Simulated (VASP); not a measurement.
Input of a VASP 6.6.1 run:

INCAR

```
SYSTEM = BP
  PREC = Accurate
  ENCUT = 520
  EDIFF = 1E-7
  ISMEAR = -1
  SIGMA = 0.1
  LREAL = .FALSE.
  LASPH = .TRUE.
  NELM = 80
  ALGO = Normal
  ISIF = 2
  LWAVE = .FALSE.
  LCHARG = .FALSE.
  GGA = PS
  NBANDS = 11
```

The input KPOINTS:

```
regular mesh
0
G
  15 15 15
  0 0 0
```

Contents of POSCAR:

```
BP
1.0
    0.0000000000      2.0554751410      2.0554751410
    2.0554751410      0.0000000000      2.0554751410
    2.0554751410      2.0554751410      0.0000000000
B P
1 1
Direct
    0.0000000000      0.0000000000      0.0000000000
    0.5000000000      0.5000000000      0.5000000000
```

Potentials or basis: VASP PAW PBE potentials, release 64 (B, P).

The run is started by

```sh
$ cat potpaw_PBE.64/B/POTCAR potpaw_PBE.64/P/POTCAR > POTCAR
$ mpirun -np 1 vasp_std > vasp.out
```

(1) Predict the band gap on the k mesh.

(2) Predict the pressure.

Answers

(1) zero (band 4 reaches 13.22 eV, above the bottom of band 5 at 9.54 eV).

(2) 27.6 GPa.

Caveat: the PAW data sets were made with another functional, which shifts forces and pressure a little.
